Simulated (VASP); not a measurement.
# FeO in VASP: single point with PBE+U

Aim: the single point of FeO with PBE+U.

All numbers are computed with VASP 6.6.1; they aren't measurements. Logs are shortened: lines on timing, memory, paths and dates and some standing lists are left out, and cuts for length are marked.

### Step 1. The cell of the first run

The typed cell holds 4 atoms: a = 5.268 Å, b = 5.268 Å, c = 5.269 Å, α = 33.50°, β = 33.51°, γ = 33.52°.

### Step 2. Single point, PBE+U, collinear spin, antiferromagnetic start

INCAR reads:

```
SYSTEM = FeO
PREC     = Accurate       ! precision mode
ENCUT    = 600            ! plane-wave cutoff, eV
EDIFF    = 1E-6           ! SCF threshold, eV
ISMEAR   = -1             ! smearing method
SIGMA    = 0.05           ! smearing width, eV
LREAL    = .False.        ! projectors in reciprocal space
LASPH    = .True.         ! aspherical terms in the spheres
NELM     = 200            ! most SCF steps
ALGO     = Normal         ! electronic algorithm
ISIF     = 2              ! what is computed and relaxed
LWAVE    = .False.        ! write WAVECAR
LCHARG   = .False.        ! write CHGCAR
ISPIN    = 2              ! spin polarisation
MAGMOM   = 3.7 -3.7 0 0   ! initial moments
LORBIT   = 11             ! projections on sites
LMAXMIX  = 4              ! l up to which the mixer works
LDAU     = .True.         ! DFT+U
LDAUTYPE = 2            
LDAUL    = 2 -1           ! shell
LDAUU    = 4.3 0          ! U, eV
LDAUJ    = 0 0          
LDAUPRINT= 1            
GGA      = PE             ! functional
NBANDS   = 26             ! bands
GGA_COMPAT= .False.
```

KPOINTS reads:

```
Automatic mesh
0
Gamma
  4 4 4
  0 0 0
```

POSCAR reads:

```
FeO
1.0
    4.3000000000      2.1510000000      2.1520000000
    2.1530000000      4.3000000000      2.1515000000
    2.1525000000      2.1535000000      4.3000000000
Fe O
2 2
Direct
    0.0000000000      0.0000000000      0.0000000000
    0.5000000000      0.5000000000      0.5000000000
    0.2500000000      0.2500000000      0.2500000000
    0.7500000000      0.7500000000      0.7500000000
```

Potentials or basis: VASP PAW PBE potentials, release 64 (Fe, O).

Command:

```
$ cat potpaw_PBE.64/Fe/POTCAR potpaw_PBE.64/O/POTCAR > POTCAR
$ mpirun -np 1 vasp_std > vasp.out
```

OUTCAR:

```text
SYSTEM = FeO
   PREC = Accurate
   ENCUT = 600
   EDIFF = 1E-6
   ISMEAR = -1
   LREAL = .False.
   LASPH = .True.
   NELM = 200
   ISIF = 2
   ISPIN = 2
   LORBIT = 11
   GGA = PE

 ion  position               nearest neighbor table
   1  0.000  0.000  0.000-   4 2.15   3 2.15   3 2.15   4 2.15   4 2.15   3 2.15   2 3.04   2 3.04
                             2 3.04   2 3.04   2 3.04   2 3.04
   2  0.500  0.500  0.500-   3 2.15   4 2.15   4 2.15   3 2.15   3 2.15   4 2.15   1 3.04   1 3.04
                             1 3.04   1 3.04   1 3.04   1 3.04
   3  0.250  0.250  0.250-   1 2.15   2 2.15   2 2.15   1 2.15   1 2.15   2 2.15
   4  0.750  0.750  0.750-   2 2.15   1 2.15   1 2.15   2 2.15   2 2.15   1 2.15

  LATTYP: Found a triclinic cell.
 ALAT       =     3.0370239956
 B/A-ratio  =     1.0001166380
 C/A-ratio  =     2.0023286062
 COS(alpha) =     0.0002332889
 COS(beta)  =     0.4996513813
 COS(gamma) =     0.4998254902

  Lattice vectors:

 A1 = (   0.0005000000,   2.1465000000,  -2.1485000000)
 A2 = (   2.1475000000,  -0.0025000000,  -2.1480000000)
 A3 = (  -4.2995000000,  -0.0045000000,  -4.3005000000)

Analysis of symmetry for initial positions (statically):
=====================================================================
 Subroutine PRICEL returns following result:

  LATTYP: Found a triclinic cell.
 ALAT       =     5.2627307728
 B/A-ratio  =     0.5770813911
 C/A-ratio  =     0.5778877593
 COS(alpha) =     0.0001167527
 COS(beta)  =     0.2895484169
 COS(gamma) =     0.8657566200
[... 12 lines left out ...]
 Subroutine GETGRP returns: Found  2 space group operations
 (whereof  2 operations were pure point group operations)
 out of a pool of  2 trial point group operations.

The static configuration has the point symmetry S_2 .

Analysis of symmetry for dynamics (positions and initial velocities):
=====================================================================
 Subroutine PRICEL returns following result:

  LATTYP: Found a triclinic cell.
 ALAT       =     5.2627307728
 B/A-ratio  =     0.5770813911
 C/A-ratio  =     0.5778877593
 COS(alpha) =     0.0001167527
 COS(beta)  =     0.2895484169
 COS(gamma) =     0.8657566200
[... 12 lines left out ...]
 Subroutine GETGRP returns: Found  2 space group operations
 (whereof  2 operations were pure point group operations)
 out of a pool of  2 trial point group operations.

The dynamic configuration has the point symmetry S_2 .

Analysis of structural, dynamic, and magnetic symmetry:
=====================================================================
 Subroutine PRICEL returns following result:

  LATTYP: Found a triclinic cell.
 ALAT       =     5.2627307728
 B/A-ratio  =     0.5770813911
 C/A-ratio  =     0.5778877593
 COS(alpha) =     0.0001167527
 COS(beta)  =     0.2895484169
 COS(gamma) =     0.8657566200
[... 12 lines left out ...]
 Subroutine GETGRP returns: Found  2 space group operations
 (whereof  2 operations were pure point group operations)
 out of a pool of  2 trial point group operations.

The overall configuration has the point symmetry S_2 .

 Subroutine INISYM returns: Found  2 space group operations
 (whereof  2 operations are pure point group operations),
 and found     2 'primitive' translations

----------------------------------------------------------------------------------------
[... 153 lines left out ...]
 -0.1353 -0.1357  0.0390  0.3125  0.0672
  0.0001 -0.0677 -0.0001  0.0672  0.1392

 occupancies and eigenvectors

  o =  0.0432  v =  0.0000  0.0000  0.0000  0.0000  0.0000  0.5756  0.5768 -0.0005  0.5796  0.0003      0.0000  0.0000  0.0000  0.0000  0.0000  0.0000  0.0000  0.0000  0.0000  0.0000
  o =  0.1120  v =  0.0000  0.0000  0.0000  0.0000  0.0000  0.2089 -0.0342  0.8977 -0.1729  0.3456      0.0000  0.0000  0.0000  0.0000  0.0000  0.0000  0.0000  0.0000  0.0000  0.0000
  o =  0.1122  v =  0.0000  0.0000  0.0000  0.0000  0.0000 -0.0808  0.2201 -0.3454 -0.1395  0.8979      0.0000  0.0000  0.0000  0.0000  0.0000  0.0000  0.0000  0.0000  0.0000  0.0000
  o =  0.4758  v =  0.0000  0.0000  0.0000  0.0000  0.0000 -0.6865  0.0080  0.2388  0.6738  0.1327      0.0000  0.0000  0.0000  0.0000  0.0000  0.0000  0.0000  0.0000  0.0000  0.0000
  o =  0.4760  v =  0.0000  0.0000  0.0000  0.0000  0.0000 -0.3837  0.7859  0.1337 -0.4008 -0.2380      0.0000  0.0000  0.0000  0.0000  0.0000  0.0000  0.0000  0.0000  0.0000  0.0000
  o =  0.9674  v = -0.8034  0.4243 -0.0359  0.4161 -0.0005  0.0000  0.0000  0.0000  0.0000  0.0000      0.0000  0.0000  0.0000  0.0000  0.0000  0.0000  0.0000  0.0000  0.0000  0.0000
  o =  0.9674  v = -0.0022  0.6976 -0.0005 -0.7156  0.0345  0.0000  0.0000  0.0000  0.0000  0.0000      0.0000  0.0000  0.0000  0.0000  0.0000  0.0000  0.0000  0.0000  0.0000  0.0000
  o =  0.9708  v =  0.5947  0.5766  0.0005  0.5603  0.0010  0.0000  0.0000  0.0000  0.0000  0.0000      0.0000  0.0000  0.0000  0.0000  0.0000  0.0000  0.0000  0.0000  0.0000  0.0000
  o =  1.0126  v = -0.0240 -0.0023  0.8026  0.0260  0.5955  0.0000  0.0000  0.0000  0.0000  0.0000      0.0000  0.0000  0.0000  0.0000  0.0000  0.0000  0.0000  0.0000  0.0000  0.0000
  o =  1.0126  v =  0.0167 -0.0287 -0.5955  0.0110  0.8026  0.0000  0.0000  0.0000  0.0000  0.0000      0.0000  0.0000  0.0000  0.0000  0.0000  0.0000  0.0000  0.0000  0.0000  0.0000

atom =   2  type =  1  l = 2

 onsite density matrix

spin component  1

  0.3142 -0.1346 -0.0783 -0.1353  0.0001
 -0.1346  0.3140  0.0389 -0.1357 -0.0677
 -0.0783  0.0389  0.1393  0.0390 -0.0001
 -0.1353 -0.1357  0.0390  0.3125  0.0672
  0.0001 -0.0677 -0.0001  0.0672  0.1392

spin component  2

  0.9686  0.0012 -0.0013  0.0011 -0.0000
  0.0012  0.9686  0.0007  0.0011 -0.0011
 -0.0013  0.0007  1.0125  0.0006 -0.0000
  0.0011  0.0011  0.0006  0.9685  0.0011
 -0.0000 -0.0011 -0.0000  0.0011  1.0126

 occupancies and eigenvectors

  o =  0.0432  v =  0.5756  0.5768 -0.0005  0.5796  0.0003  0.0000  0.0000  0.0000  0.0000  0.0000      0.0000  0.0000  0.0000  0.0000  0.0000  0.0000  0.0000  0.0000  0.0000  0.0000
  o =  0.1120  v =  0.2089 -0.0342  0.8977 -0.1729  0.3456  0.0000  0.0000  0.0000  0.0000  0.0000      0.0000  0.0000  0.0000  0.0000  0.0000  0.0000  0.0000  0.0000  0.0000  0.0000
  o =  0.1122  v = -0.0808  0.2201 -0.3454 -0.1395  0.8979  0.0000  0.0000  0.0000  0.0000  0.0000      0.0000  0.0000  0.0000  0.0000  0.0000  0.0000  0.0000  0.0000  0.0000  0.0000
  o =  0.4758  v = -0.6865  0.0080  0.2388  0.6738  0.1327  0.0000  0.0000  0.0000  0.0000  0.0000      0.0000  0.0000  0.0000  0.0000  0.0000  0.0000  0.0000  0.0000  0.0000  0.0000
  o =  0.4760  v = -0.3837  0.7859  0.1337 -0.4008 -0.2380  0.0000  0.0000  0.0000  0.0000  0.0000      0.0000  0.0000  0.0000  0.0000  0.0000  0.0000  0.0000  0.0000  0.0000  0.0000
  o =  0.9674  v =  0.0000  0.0000  0.0000  0.0000  0.0000 -0.8034  0.4243 -0.0359  0.4161 -0.0005      0.0000  0.0000  0.0000  0.0000  0.0000  0.0000  0.0000  0.0000  0.0000  0.0000
  o =  0.9674  v =  0.0000  0.0000  0.0000  0.0000  0.0000 -0.0022  0.6976 -0.0005 -0.7156  0.0345      0.0000  0.0000  0.0000  0.0000  0.0000  0.0000  0.0000  0.0000  0.0000  0.0000
  o =  0.9708  v =  0.0000  0.0000  0.0000  0.0000  0.0000  0.5947  0.5766  0.0005  0.5603  0.0010      0.0000  0.0000  0.0000  0.0000  0.0000  0.0000  0.0000  0.0000  0.0000  0.0000
  o =  1.0126  v =  0.0000  0.0000  0.0000  0.0000  0.0000 -0.0240 -0.0023  0.8026  0.0260  0.5955      0.0000  0.0000  0.0000  0.0000  0.0000  0.0000  0.0000  0.0000  0.0000  0.0000
  o =  1.0126  v =  0.0000  0.0000  0.0000  0.0000  0.0000  0.0167 -0.0287 -0.5955  0.0110  0.8026      0.0000  0.0000  0.0000  0.0000  0.0000  0.0000  0.0000  0.0000  0.0000  0.0000

 number of electron      28.0000006 magnetization       0.0000000

 Free energy of the ion-electron system (eV)
  ---------------------------------------------------
  ext. energy  EPLUGINS =         0.00000000
  ---------------------------------------------------
  free energy    TOTEN  =       -25.74401414 eV

  energy without entropy =      -25.71312109  energy(sigma->0) =      -25.72856761

 E-fermi :   6.4268     XC(G=0): -12.1666

 val. band max:        6.4132415755   @ k =  -0.2500   0.2500   0.0000
 cond. band min:       6.5396365299   @ k =   0.0000   0.0000   0.2500
 fundamental gap:      0.1263949544
 Fermi energy:         6.4267754350

 spin component 1

 k-point     1 :       0.0000    0.0000    0.0000
  band No.  band energies     occupation
      1     -14.1249      1.00000
      2     -12.9168      1.00000
      3      -2.3873      1.00000
      4      -0.8662      1.00000
      5      -0.8636      1.00000
      6       1.0395      1.00000
[... 1385 lines left out ...]
     25      19.7325      0.00000
     26      21.5059      0.00000

 [... further k-points ...]

------------------------ aborting loop because EDIFF is reached ----------------------------------------

  FORCE on cell =-STRESS in cart. coord.  units (eV):
  Direction    XX          YY          ZZ          XY          YZ          ZX
  --------------------------------------------------------------------------------------
  -------------------------------------------------------------------------------------
  Total        1.0560055      1.0530453      1.0358730      0.5471730      0.5311456      0.5368646
  in kB       42.6268809     42.5073898     41.8142110     22.0872690     21.4403047     21.6711576
  external PRESSURE =      42.3161606 kB  Pullay stress =       0.0000000 kB

 VOLUME and BASIS-vectors are now :
 -----------------------------------------------------------------------------
  energy-cutoff  :      600.00
  volume of cell :       39.69
      direct lattice vectors                 reciprocal lattice vectors
     4.300000000  2.151000000  2.152000000     0.349114600 -0.116570100 -0.116380341
     2.153000000  4.300000000  2.151500000    -0.116272092  0.349141690 -0.116651384
     2.152500000  2.153500000  4.300000000    -0.116543072 -0.116353370  0.349168825

 POSITION                                       TOTAL-FORCE (eV/Angst)
 -----------------------------------------------------------------------------------
      0.00000      0.00000      0.00000        -0.000000     -0.000000      0.000000
      4.30275      4.30225      4.30175        -0.000000      0.000000     -0.000000
      2.15137      2.15112      2.15088         0.000000      0.000000      0.000000
      6.45412      6.45337      6.45262        -0.000000     -0.000000     -0.000000
 -----------------------------------------------------------------------------------
    total drift:                                0.000000     -0.000000     -0.000000

  FREE ENERGIE OF THE ION-ELECTRON SYSTEM (eV)
  ---------------------------------------------------
  free  energy   TOTEN  =       -25.7440141356 eV

  energy  without entropy=      -25.7131210898  energy(sigma->0) =      -25.72856761

 total charge

# of ion       s       p       d       tot
------------------------------------------
    1        0.293   0.369   6.126   6.788
    2        0.293   0.369   6.126   6.788
    3        1.551   3.464   0.000   5.016
    4        1.551   3.464   0.000   5.016
--------------------------------------------------
tot          3.689   7.667  12.253  23.608

 magnetization (x)

# of ion       s       p       d       tot
------------------------------------------
    1        0.010   0.009   3.706   3.726
    2       -0.010  -0.009  -3.706  -3.726
    3        0.000   0.000   0.000   0.000
    4        0.000   0.000   0.000   0.000
--------------------------------------------------
tot          0.000   0.000   0.000   0.000
```

Run time: 11 min. Hardware: 1 thread of Intel Xeon 8259CL, shared host; peak memory 0.35 GiB.

What came out:

| Quantity | Value |
| --- | --- |
| Free energy | -25.7440 eV |
| Pressure | 4.2 GPa |
| Band gap on the k mesh | zero (filled and empty bands overlap) |
| Net moment | 0.00 μB per cell |
| Site moments | Fe +3.73, -3.73; O +0.00 μB |
| Valence electrons inside the program's atomic spheres | Fe 6.79; O 5.02 |

Eigenvalues of the final occupation matrices:
| site | spin | trace | eigenvalues |
| --- | --- | --- | --- |
| site 1 d | 1 | 4.93 | 0.97 0.97 0.97 1.01 1.01 |
| site 1 d | 2 | 1.22 | 0.04 0.11 0.11 0.48 0.48 |
| site 2 d | 1 | 1.22 | 0.04 0.11 0.11 0.48 0.48 |
| site 2 d | 2 | 4.93 | 0.97 0.97 0.97 1.01 1.01 |

Caveat: the k points lie up to 0.61 Å⁻¹ apart. The state reached can hang on the start; a lower one may exist.

The gap in the log of VASP goes by the Fermi energy; the results here count the filled bands.